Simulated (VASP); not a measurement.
# MoS2 (P-6m2) in VASP: phonons with PBE+D3(BJ)

Aim: the phonons of MoS2 with PBE+D3(BJ).

Everything below comes from runs of VASP 6.6.1. Logs are shortened: lines on timing, memory, paths and dates and some standing lists are left out, and cuts for length are marked.

### 1 The cell of the first run

It takes space group P-6m2 (No. 187, hexagonal). Conventional cell: a = 3.150 Å, b = 3.150 Å, c = 6.647 Å, α = 90.00°, β = 90.00°, γ = 120.00°. Within 3.2 Å of Mo (site symmetry -6m2) lie 6 S at 2.40 Å and 6 Mo at 3.15 Å. Within 3.2 Å of S (site symmetry 3m) lie 3 Mo at 2.40 Å and 7 S at 3.13 to 3.15 Å.

### 2 Phonons, PBE+D3(BJ)

Contents of INCAR:

```
SYSTEM = MoS2
ALGO = Normal
EDIFF = 1E-8
ENCUT = 520
GGA = PE
IBRION = 6
ISIF = 2
ISMEAR = 0
IVDW = 12
LASPH = .True.
LCHARG = .False.
LREAL = .False.
LWAVE = .False.
NBANDS = 20
NELM = 100
NFREE = 2
NSW = 1
POTIM = 0.015
PREC = Accurate
SIGMA = 0.01
```

Contents of KPOINTS:

```
k-points
0
Gamma
  12 12 4
  0 0 0
```

Contents of POSCAR:

```
MoS2
1.0
    3.1499836295      0.0000000000      0.0000000000
   -1.5749918148      2.7279658447      0.0000000000
    0.0000000000      0.0000000000      6.6474308297
Mo S
1 2
Direct
    0.0000000000      0.0000000000      0.0000000000
    0.3333333333      0.6666666667      0.2356339616
    0.3333333333      0.6666666667      0.7643660384
```

Potentials or basis: VASP PAW PBE potentials, release 64 (Mo_sv, S).

Started as:

```
> cat potpaw_PBE.64/Mo_sv/POTCAR potpaw_PBE.64/S/POTCAR > POTCAR
> mpirun -np 1 vasp_std > vasp.out
```

OUTCAR:

```text
SYSTEM = MoS2
   EDIFF = 1E-8
   ENCUT = 520
   GGA = PE
   IBRION = 6
   ISIF = 2
   ISMEAR = 0
   IVDW = 12
   LASPH = .True.
   LREAL = .False.
   NELM = 100
   NFREE = 2
   NSW = 1
   POTIM = 0.015
   PREC = Accurate
 IVDW          = 12

 ion  position               nearest neighbor table
   1  0.000  0.000  0.000-   2 2.40   3 2.40   2 2.40   3 2.40   2 2.40   3 2.40
   2  0.333  0.667  0.236-   1 2.40   1 2.40   1 2.40
   3  0.333  0.667  0.764-   1 2.40   1 2.40   1 2.40

  LATTYP: Found a hexagonal cell.
 ALAT       =     3.1499836295
 C/A-ratio  =     2.1103064687

  Lattice vectors:

 A1 = (   3.1499836295,   0.0000000000,   0.0000000000)
 A2 = (  -1.5749918148,   2.7279658447,   0.0000000000)
 A3 = (   0.0000000000,   0.0000000000,   6.6474308297)

Analysis of symmetry for initial positions (statically):
=====================================================================
 Subroutine PRICEL returns:
 Original cell was already a primitive cell.

 Routine SETGRP: Setting up the symmetry group for a
 hexagonal supercell.

 Subroutine GETGRP returns: Found 12 space group operations
 (whereof 12 operations were pure point group operations)
 out of a pool of 24 trial point group operations.

The static configuration has the point symmetry D_3h.

Analysis of symmetry for dynamics (positions and initial velocities):
=====================================================================
 Subroutine PRICEL returns:
 Original cell was already a primitive cell.

 Routine SETGRP: Setting up the symmetry group for a
 hexagonal supercell.

 Subroutine GETGRP returns: Found 12 space group operations
 (whereof 12 operations were pure point group operations)
 out of a pool of 24 trial point group operations.

The dynamic configuration has the point symmetry D_3h.

 Subroutine INISYM returns: Found 12 space group operations
 (whereof 12 operations are pure point group operations),
 and found     1 'primitive' translations

----------------------------------------------------------------------------------------

                                     Primitive cell

  volume of cell :      57.1217

  direct lattice vectors                    reciprocal lattice vectors
     3.149983629  0.000000000  0.000000000     0.317461967  0.183286752  0.000000000
    -1.574991815  2.727965845  0.000000000     0.000000000  0.366573505  0.000000000
     0.000000000  0.000000000  6.647430830     0.000000000  0.000000000  0.150434059

  length of vectors
     3.149983629  3.149983630  6.647430830     0.366573505  0.366573505  0.150434059

  position of ions in fractional coordinates (direct lattice)
     0.000000000  0.000000000  0.000000000
     0.333333333  0.666666667  0.235633962
     0.333333333  0.666666667  0.764366038

  ion indices of the primitive-cell ions
   primitive index   ion index
                 1           1
                 2           2
                 3           3

----------------------------------------------------------------------------------------

 KPOINTS: k-points

Automatic generation of k-mesh.
 Grid dimensions read from file:
 generate k-points for:   12   12    4

 Generating k-lattice:

  Cartesian coordinates                     Fractional coordinates (reciprocal lattice)
     0.026455164  0.015273896  0.000000000     0.083333333 -0.000000000  0.000000000
     0.000000000  0.030547792  0.000000000     0.000000000  0.083333333  0.000000000
     0.000000000  0.000000000  0.037608515     0.000000000  0.000000000  0.250000000

  Length of vectors
     0.030547792  0.030547792  0.037608515

  Shift w.r.t. Gamma in fractional coordinates (k-lattice)
     0.000000000  0.000000000  0.000000000

 Subroutine IBZKPT returns following result:
 ===========================================

 Found     57 irreducible k-points:

 Following reciprocal coordinates:
            Coordinates               Weight
  0.000000  0.000000  0.000000      1.000000
  0.083333  0.000000  0.000000      6.000000
  0.166667  0.000000  0.000000      6.000000
  0.250000  0.000000  0.000000      6.000000
  0.333333  0.000000  0.000000      6.000000
  0.416667  0.000000  0.000000      6.000000
[... 16 lines left out ...]
  0.250000  0.000000  0.250000     12.000000
  0.333333  0.000000  0.250000     12.000000
 [... further k-points ...]
   k-points           NKPTS =     57   k-points in BZ     NKDIM =     57   number of bands    NBANDS=     20
   number of dos      NEDOS =    301   number of ions     NIONS =      3
   total plane-waves  NPLWV =  28800
   dimension x,y,z NGX =    24 NGY =   24 NGZ =   50
   dimension x,y,z NGXF=    48 NGYF=   48 NGZF=  100
   ions per type =               1   2
   NGX,Y,Z   is equivalent  to a cutoff of  12.67, 12.67, 12.50 a.u.
   NGXF,Y,Z  is equivalent  to a cutoff of  25.33, 25.33, 25.01 a.u.
 SYSTEM =  MoS2
   PREC   = accura    normal or accurate (medium, high low for compatibility)
   ISTART =      0    job   : 0-new  1-cont  2-samecut
   ICHARG =      2    charge: 1-file 2-atom 10-const
   ISPIN  =      1    spin polarized calculation?
   LNONCOLLINEAR =      F non collinear calculations
   LSORBIT =      F    spin-orbit coupling
   LASPH  =      T    aspherical Exc in radial PAW
   ENCUT  =  520.0 eV  38.22 Ry    6.18 a.u.   5.86  5.86 12.36*2*pi/ulx,y,z
   NELM   =    100;   NELMIN=  2; NELMDL= -5     # of ELM steps
   EDIFF  = 0.1E-07   stopping-criterion for ELM
   LREAL  =      F    real-space projection
   EDIFFG = 0.1E-06   stopping-criterion for IOM
   NSW    =     73    number of steps for IOM
   IBRION =      6    ionic relax: 0-MD 1-quasi-New 2-CG
   NFREE  =      2    steps in history (QN), initial steepest desc. (CG)
   ISIF   =      2    stress and relaxation
   ISYM   =      2    0-nonsym 1-usesym 2-fastsym
   POTIM  = 0.0150    time-step for ionic-motion
   TEBEG  =    0.0;   TEEND  =   0.0 temperature during run
   PSTRESS=    0.0 pullay stress
   NELECT =      26.0000    total number of electrons
   NUPDOWN=      -1.0000    fix difference up-down
   EMIN   =  10.00;   EMAX   =-10.00  energy-range for DOS
   EFERMI =   0.00;   METHOD = LEGACY
   ISMEAR =     0;   SIGMA  =   0.01  broadening in eV -4-tet -1-fermi 0-gaus
   EFERMI_NEDOS =   21; number of points for ismear=-14 and -15
   IALGO  =     38    algorithm
   IMIX   =      4    mixing-type and parameters
     AMIX     =   0.40;   BMIX     =  1.00
     AMIX_MAG =   1.60;   BMIX_MAG =  1.00
  volume/ion in A,a.u.               =      19.04       128.49
  Fermi-wavevector in a.u.,A,eV,Ry     =   1.259309  2.379749 21.576919  1.585859
  Thomas-Fermi vector in A             =   2.392875
   LORBIT       =      0    0 simple, 1 ext, 2 COOP (PROOUT), +10 PAW based schemes
   GGA     = PE    functional components
   LHFCALC =     F    Hartree Fock is set to
   AEXX    =    0.0000 exact exchange contribution
   IVDW    =    12    specifies the selected vdW correction
   LEPSILON=     F    determine dielectric tensor
   LRPA    =     F    only Hartree local field effects (RPA)
 finite differences with symmetry
 non-spin polarized calculation
 Gauss-broadening in eV      SIGMA  =   0.01
  energy-cutoff  :      520.00
  volume of cell :       57.12
 maximum number of plane-waves:      1552
 NGX is ok and might be reduce to    24
   NGX = 11   NGY = 11   NGZ = 25

--------------------------------------- Ionic step        1  -------------------------------------------

 number of electron      26.0000001 magnetization

 Free energy of the ion-electron system (eV)
  ---------------------------------------------------
  ext. energy  EPLUGINS =         0.00000000
  ---------------------------------------------------
  free energy    TOTEN  =       -21.79801220 eV

  energy without entropy =      -21.79801220  energy(sigma->0) =      -21.79801220

------------------------ aborting loop because EDIFF is reached ----------------------------------------

 Edisp (eV)   -1.19243

 E8    (eV) :    -0.4816
[... 319 lines left out ...]
--------------------------------------- Ionic step        9  -------------------------------------------

 number of electron      26.0000001 magnetization

 Free energy of the ion-electron system (eV)
  ---------------------------------------------------
  ext. energy  EPLUGINS =         0.00000000
  ---------------------------------------------------
  free energy    TOTEN  =       -21.79590078 eV

  energy without entropy =      -21.79590078  energy(sigma->0) =      -21.79590078

 E-fermi :   6.5625     XC(G=0): -10.2895

 val. band max:        6.4983780347   @ k =   0.0000   0.0000   0.5000
 cond. band min:       7.7201719623   @ k =   0.1667   0.1667   0.0000
 fundamental gap:      1.2217939276
 Fermi energy:         6.5625463490

 k-point     1 :       0.0000    0.0000    0.0000
  band No.  band energies     occupation
      1     -54.7743      2.00000
      2     -28.9427      2.00000
      3     -28.6978      2.00000
      4     -28.6978      2.00000
      5      -8.2183      2.00000
      6      -6.7388      2.00000
[... 541 lines left out ...]
     19      14.1373      0.00000
     20      14.8479      0.00000

 [... further k-points ...]

------------------------ aborting loop because EDIFF is reached ----------------------------------------

 Edisp (eV)   -1.19268

 E8    (eV) :    -0.4818
[... 26 lines left out ...]
  FREE ENERGIE OF THE ION-ELECTRON SYSTEM (eV)
  ---------------------------------------------------
  free  energy   TOTEN  =       -22.9885839136 eV

  energy  without entropy=      -22.9885839136  energy(sigma->0) =      -22.98858391

 INTERNAL STRAIN TENSORS FROM DISPLACED ATOMS
 ============================================

 INTERNAL STRAIN TENSOR FOR ION    1 for displacements in x,y,z  (eV/Angst):
          X           Y           Z          XY          YZ          ZX
  --------------------------------------------------------------------------------
  x     0.00000    -0.00000     0.00000    -6.59482     0.00000     0.00000
  y    -6.59482     6.59482    -0.00000    -0.00000     0.00000     0.00000
  z     0.00000     0.00000     0.00000     0.00000     0.00000     0.00000

 INTERNAL STRAIN TENSOR FOR ION    3 for displacements in x,y,z  (eV/Angst):
          X           Y           Z          XY          YZ          ZX
  --------------------------------------------------------------------------------
  x    -0.00000     0.00000     0.00000     3.29674    -0.00000    14.83962
  y     3.29674    -3.29674     0.00000     0.00000    14.83963    -0.00000
  z    10.15947    10.15947    28.25609    -0.00000     0.00000     0.00000

 Eigenvectors and eigenvalues of the dynamical matrix
 ----------------------------------------------------

   1 f  =   13.931465 THz    87.533976 2PiTHz  464.703653 cm-1    57.615884 meV
             X         Y         Z           dx          dy          dz
      0.000000  0.000000  0.000000    -0.000000    0.000000   -0.633019
     -0.000000  1.818644  1.566360     0.000000   -0.000000    0.547397
     -0.000000  1.818644  5.081070     0.000000   -0.000000    0.547397
[... 25 lines left out ...]
   6 f  =    8.376776 THz    52.632833 2PiTHz  279.419155 cm-1    34.643544 meV
             X         Y         Z           dx          dy          dz
      0.000000  0.000000  0.000000    -0.000000   -0.000000   -0.000000
     -0.000000  1.818644  1.566360     0.650327    0.277623   -0.000000
     -0.000000  1.818644  5.081070    -0.650327   -0.277623   -0.000000

   7 f/i=    0.000555 THz     0.003489 2PiTHz    0.018522 cm-1     0.002296 meV
             X         Y         Z           dx          dy          dz
      0.000000  0.000000  0.000000    -0.751504    0.186133   -0.000000
     -0.000000  1.818644  1.566360    -0.434421    0.107597   -0.000000
     -0.000000  1.818644  5.081070    -0.434421    0.107597   -0.000000

   8 f/i=    0.000555 THz     0.003489 2PiTHz    0.018522 cm-1     0.002296 meV
             X         Y         Z           dx          dy          dz
      0.000000  0.000000  0.000000     0.186133    0.751504    0.000000
     -0.000000  1.818644  1.566360     0.107597    0.434421    0.000000
     -0.000000  1.818644  5.081070     0.107597    0.434421    0.000000

   9 f/i=    0.000965 THz     0.006062 2PiTHz    0.032183 cm-1     0.003990 meV
             X         Y         Z           dx          dy          dz
      0.000000  0.000000  0.000000    -0.000000   -0.000000    0.774137
     -0.000000  1.818644  1.566360    -0.000000   -0.000000    0.447612
     -0.000000  1.818644  5.081070    -0.000000   -0.000000    0.447612

 ELASTIC MODULI CONTR FROM IONIC RELAXATION (kBar)
 Direction    XX          YY          ZZ          XY          YZ          ZX
 --------------------------------------------------------------------------------
 XX        -354.2396   -234.9852   -819.3925      0.0000      0.0000      0.0000
 YY        -234.9852   -354.2396   -819.3925      0.0000     -0.0000      0.0000
 ZZ        -819.3925   -819.3925  -2278.9405      0.0000      0.0000      0.0000
 XY           0.0000      0.0000      0.0000    -59.6272     -0.0000     -0.0000
 YZ           0.0000     -0.0000      0.0000     -0.0000  -1341.8018      0.0000
 ZX           0.0000      0.0000      0.0000     -0.0000      0.0000  -1341.8012
 --------------------------------------------------------------------------------
```

Run time: 12 min. Hardware: 1 thread of Intel Xeon Platinum 8259CL at 2.50GHz (Skylake/Cascade Lake), shared host; peak memory 0.58 GiB.

What came out:

- Highest phonon frequency at Γ, LO-TO splitting left out: 465 cm⁻¹
- Dispersion energy per atom: -0.398 eV

Phonon frequencies in cm⁻¹ (negative: imaginary):
```tsv
q point	frequencies
(0.000, 0.000, 0.000)	0 0 0 279 279 380 380 408 465
```
